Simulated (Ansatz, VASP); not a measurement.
**MnSb: VASP beside Ansatz**

```
Mn Sb
1.0
     0.00000    2.80427    2.80427
     2.80427    0.00000    2.80427
     2.80427    2.80427    0.00000
Mn Sb
1 1
Direct
  0.00000 0.00000 0.00000
  0.50000 0.50000 0.50000
```

Change from the starting cell: volume scaled by 1.02.

Alike in both runs: task single point; functional PBE; k mesh 11 × 11 × 11; occupations fermi-dirac, width 0.03 eV; collinear spin.

```csv
,VASP,Ansatz
version,VASP 6.6.1,Ansatz 0.2.0
potentials or method,"VASP PAW PBE potentials, release 64 (Mn_pv, Sb), cutoff 520 eV","all-electron LAPW, scalar-relativistic"
```

|  | VASP | Ansatz | Ansatz less VASP |
| --- | --- | --- | --- |
| pressure (GPa) | -1.1 | -1.1 | 0.00 |
| net moment per atom (μB) | 1.91 | 1.91 | +0.003 |
| size of the moment on the site where the two differ most (μB) | 3.76 | 3.89 | +0.130 |

Site moments also hang on the region over which each program counts them. Ansatz ran all-electron here, and VASP with PAW potentials.

Spin-orbit coupling is off throughout.
